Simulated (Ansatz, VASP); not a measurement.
**BP in VASP and in Ansatz**

```
B P
1.0
     0.00000    2.08748    2.45052
     2.08748    0.00000    2.45052
     2.08748    2.08748    0.00000
B P
1 1
Direct
  0.00000 0.00000 0.00000
  0.75000 0.75000 0.75000
```

Change from the starting cell: strain -0.080 along x and y, +0.080 along z, atoms carried along.

Alike in both runs: task single point; functional r2SCAN; k mesh 10 × 10 × 10; occupations gaussian, width 0.05 eV; no spin polarisation.

|  | VASP | Ansatz |
| --- | --- | --- |
| version | VASP 6.6.1 | Ansatz 0.2.0 |
| potentials or method | VASP PAW PBE potentials, release 64 (B, P), cutoff 520 eV | scalar-relativistic, plane waves, PAW |
| valence electrons in the cell | 8 | 8 |

```tsv
	VASP	Ansatz	Ansatz less VASP
gap on the k mesh at the Fermi level (eV)	none	none	-
pressure (GPa)	16.7	17.2	+0.60
traceless stress, the component that is largest in VASP (GPa)	-40.29	-40.05	+0.246
```

VASP's potentials were made for PBE, not for r2SCAN. A gap of «none» marks a metal or a gap that the smearing closes.
